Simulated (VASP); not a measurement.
# Sc: single point with PBE

The system is Sc.

```
Sc
1.0
     0.00000    1.71512    1.71512
     1.71512    0.00000    1.71512
     1.71512    1.71512    0.00000
Sc
1
Direct
  0.00000 0.00000 0.00000
```

```yaml
Program: VASP 6.6.1
Task: single point
Functional: PBE
Potentials_or_basis: VASP PAW PBE potentials, release 64 (Sc_sv)
Cutoff: 500 eV
k_mesh: 19 × 19 × 19
Occupations: fermi-dirac, width 0.1 eV
Spin: no spin polarisation
```

```yaml
Pressure: 163.9 GPa
```

Levels at points of the mesh, in eV from the Fermi level:
```csv
k point,band 2,band 3,band 4,band 5,band 6,band 7,band 8,band 9
"(0.00, 0.00, 0.00)",-24.59,-24.59,-24.59,-3.83,2.19,2.19,2.19,6.17
```

Wall time 16 s on 1 thread of Intel Xeon 6975P-C (shared host), peak memory 0.14 GiB.
